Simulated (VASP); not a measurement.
## Cu: single point with BLYP+D3(BJ)

Crystal: Cu.

```
Cu
1.0
     0.00000    1.78307    1.78307
     1.78307    0.00000    1.78307
     1.78307    1.78307    0.00000
Cu
1
Direct
  0.00000 0.00000 0.00000
```

```yaml
Program: VASP 6.6.1
Task: single point
Functional: BLYP
Dispersion: D3(BJ)
Potentials_or_basis: VASP PAW PBE potentials, release 64 (Cu)
Cutoff: 600 eV
k_mesh: 13 × 13 × 13
Occupations: fermi-dirac, width 0.05 eV
Spin: no spin polarisation
```

```yaml
Pressure: -2.6 GPa
Band_gap_on_the_k_mesh: zero (an odd number of electrons rules out a gap without spin polarisation)
Dispersion_energy_per_atom: -1.376 eV
```

Levels at points of the mesh, in eV from the Fermi level:
| k point | band 4 | band 5 | band 6 | band 7 | band 8 | band 9 |
| --- | --- | --- | --- | --- | --- | --- |
| (0.00, 0.00, 0.00) | -3.47 | -2.60 | -2.60 | 23.05 | 25.64 | 25.64 |

Run time: 9.8 s on 1 thread of AMD EPYC 9R45 96-Core Processor (Zen 5), on a shared host, peak memory 0.11 GiB.

Caveat: the PAW data sets were made with another functional, which shifts forces and pressure a little.
